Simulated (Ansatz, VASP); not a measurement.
**Al in VASP and in Ansatz**

```
CELL_PARAMETERS angstrom
4.36585 0.00000 0.00000
-2.18293 3.78094 0.00000
0.00000 0.00000 3.20287
ATOMIC_POSITIONS crystal
Al 0.33323 0.00000 0.16667
Al 0.00000 0.33323 0.83333
Al 0.66677 0.66677 0.50000
```

Alike in both runs: functional PBE; k mesh 6 × 6 × 4; occupations gaussian, width 0.1 eV; no spin polarisation.

Ansatz relaxed the structure, and its values are those at the end. VASP's run is a single point on that final structure, the one shown.

|  | VASP | Ansatz |
| --- | --- | --- |
| version | VASP 6.6.1 | Ansatz 0.2.0 |
| potentials or method | VASP PAW PBE potentials, release 64 (Al), cutoff 500 eV | scalar-relativistic, plane waves, PAW |
| valence electrons in the cell | 9 | 9 |

```tsv
	VASP	Ansatz	Ansatz less VASP
gap on the k mesh at the Fermi level (eV)	none	none	-
pressure (GPa)	-0.1	-0.1	+0.02
```

A gap of «none» marks a metal or a gap that the smearing closes.

The k mesh is coarse, so the values compare programs but aren't converged.
